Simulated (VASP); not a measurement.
Wanted: the native input for a VASP 6.6.1 run.

```
Task                   : relaxation of shape and atoms at fixed volume
Functional             : PBE
Potentials or basis    : VASP PAW PBE potentials, release 64 (Ir, Rh_pv)
Cutoff                 : 600 eV
k mesh                 : 18 × 18 × 8
Occupations            : gaussian, width 0.1 eV
Spin                   : no spin polarisation
Dipole correction      : no
Further INCAR settings : ALGO = Fast; EDIFF = 1e-06; IBRION = 2; EDIFFG = -0.01; NSW = 50; ISIF = 4
```

The structure of Ir2Rh lies in POSCAR:

```
Ir2Rh
1.0
    2.7537231666      0.0000000000      0.0000000000
   -1.3768615833      2.3847942173      0.0000000000
    0.0000000000      0.0000000000      6.7470956475
Ir Rh
2 1
Direct
    0.3333333333      0.6666666667      0.6661649045
    0.6666666667      0.3333333333      0.3338350955
    0.0000000000      0.0000000000      0.0000000000
```

This cell differs from its parent crystal: volume scaled by 1.03.

One way to write it, as run:

INCAR

```
PREC = Accurate
ENCUT = 600
EDIFF = 1E-6
ISMEAR = 0
SIGMA = 0.1
LREAL = False
LASPH = True
NELM = 100
ALGO = Fast
ISIF = 4
LWAVE = False
LCHARG = False
GGA = PE
IBRION = 2
NSW = 50
EDIFFG = -0.01
```

KPOINTS

```
Automatic mesh
0
Gamma
  18 18 8
```

Potentials or basis: VASP PAW PBE potentials, release 64 (Ir, Rh_pv).

Run with:

```bash
$ cat potpaw_PBE.64/Ir/POTCAR potpaw_PBE.64/Rh_pv/POTCAR > POTCAR
$ mpirun -np 1 vasp_std > vasp.out
```

It gave:

```json
{
 "Energy gained by relaxing": "0.0 meV/atom",
 "Ionic steps": "2",
 "Pressure after relaxing": "-8.4 GPa"
}
```

Run time: 5.1 min on 1 thread of Intel Xeon 6975P-C, with other jobs on the host, peak memory 0.42 GiB.
